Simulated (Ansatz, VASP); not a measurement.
# ZrC in VASP and in Ansatz

INCAR

```
PREC     = Accurate       # precision mode
ENCUT    = 520            # plane-wave cutoff, eV
EDIFF    = 1E-6           # SCF threshold, eV
ISMEAR   = 0              # smearing method
SIGMA    = 0.15           # smearing width, eV
LREAL    = F              # projectors in reciprocal space
LASPH    = T              # aspherical terms in the spheres
NELM     = 80             # most SCF steps
ALGO     = Normal         # electronic algorithm
ISIF     = 2              # what is computed and relaxed
LWAVE    = F              # write WAVECAR
LCHARG   = F              # write CHGCAR
GGA      = PS             # functional
NBANDS   = 15             # bands
```

File KPOINTS:

```
Automatic mesh
0
Gamma
  18 18 18
```

The input POSCAR:

```
ZrC
1.0
    0.0000000000      2.3502100000      2.3502100000
    2.3502100000      0.0000000000      2.3502100000
    2.3502100000      2.3502100000      0.0000000000
Zr C
1 1
Direct
    0.5451304425      0.4548695575      0.5000000000
    0.0000000000      0.0000000000      0.0000000000
```

Input for Ansatz:

```yaml
crystal:
  lattice:
    - [0.0, 2.35021, 2.35021]
    - [2.35021, 0.0, 2.35021]
    - [2.35021, 2.35021, 0.0]
  atoms:
    - { symbol: Zr, position: [0.5451304425, 0.4548695575, 0.5] }
    - { symbol: C, position: [0.0, 0.0, 0.0] }
basis:
  ecutwfc: 420
kpoints:
  mp_grid: { grid: [18, 18, 18] }
hamiltonian:
  xc: pbesol
scf:
  occupations: { method: gaussian, width: 0.15 }
output:
  forces: true
  stress: true
  eigenvalues: true
```

Change from the starting cell: all Zr atoms moved -0.150 Å, as atom 1 along Cartesian [1 -1 0].

Alike in both runs: task single point; functional PBEsol; k mesh 18 × 18 × 18; occupations gaussian, width 0.15 eV; no spin polarisation.

|  | VASP | Ansatz |
| --- | --- | --- |
| version | VASP 6.6.1 | Ansatz 0.2.0 |
| potentials or method | VASP PAW PBE potentials, release 64 (Zr_sv, C), cutoff 520 eV | scalar-relativistic, plane waves, PAW |
| valence electrons in the cell | 16 | 16 |

|  | VASP | Ansatz | Ansatz less VASP |
| --- | --- | --- | --- |
| gap on the k mesh at the Fermi level (eV) | none | none | - |
| pressure (GPa) | -2.5 | -2.8 | -0.35 |
| traceless stress, the component that is largest in VASP (GPa) | -2.04 | -2.03 | +0.009 |
| rms of the force components (eV/Å) | 0.572 | 0.568 | -0.0046 |

VASP's potentials were made for PBE, not for PBEsol. Atom by atom the forces differ by 0.005 eV/Å (rms over components). A gap of «none» marks a metal or a gap that the smearing closes.
